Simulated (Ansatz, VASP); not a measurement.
## TiO2 in VASP and in Ansatz

```xyz
6
Lattice="4.6404 0.0000 0.0000 0.0000 4.6404 0.0000 0.0000 0.0000 3.0064" Properties=species:S:1:pos:R:3 pbc="T T T"
Ti   -0.0520   -0.0302    0.0278
Ti    2.3119    2.3098    1.5207
O     1.4689    1.4421    0.0032
O     0.8877    3.7037    1.5167
O     3.2130    3.2565   -0.0155
O     3.7715    0.9190    1.4567
```

Change from the starting cell: all atoms moved at random (sigma 0.03 Å a component).

Alike in both runs: task single point; functional PBE; k mesh 6 × 6 × 10; occupations gaussian, width 0.05 eV; no spin polarisation; Hubbard terms Ti d U = 4.0 eV.

|  | VASP | Ansatz |
| --- | --- | --- |
| version | VASP 6.6.1 | Ansatz 0.2.0 |
| potentials or method | VASP PAW PBE potentials, release 64 (Ti_sv, O), cutoff 520 eV | scalar-relativistic, plane waves, PAW |
| valence electrons in the cell | 48 | 48 |

Ansatz gave:

| Property | Result |
| --- | --- |
| gap on the k mesh at the Fermi level (eV) | 2.33 |
| least direct gap on the mesh (eV) | 2.40 |
| pressure (GPa) | 1.3 |
| traceless stress, the component that is largest in VASP (GPa) | 1.09 |
| rms of the force components (eV/Å) | 0.278 |

Question: Estimate VASP's values.

Answer: gap on the k mesh at the Fermi level (eV): 2.38; least direct gap on the mesh (eV): 2.42; pressure (GPa): 5.4; traceless stress, the component that is largest in VASP (GPa): 1.33; rms of the force components (eV/Å): 0.367.

The programs project onto different local orbitals, so the same U acts differently, and such runs can settle in different states. Atom by atom the forces differ by 0.132 eV/Å (rms over components).
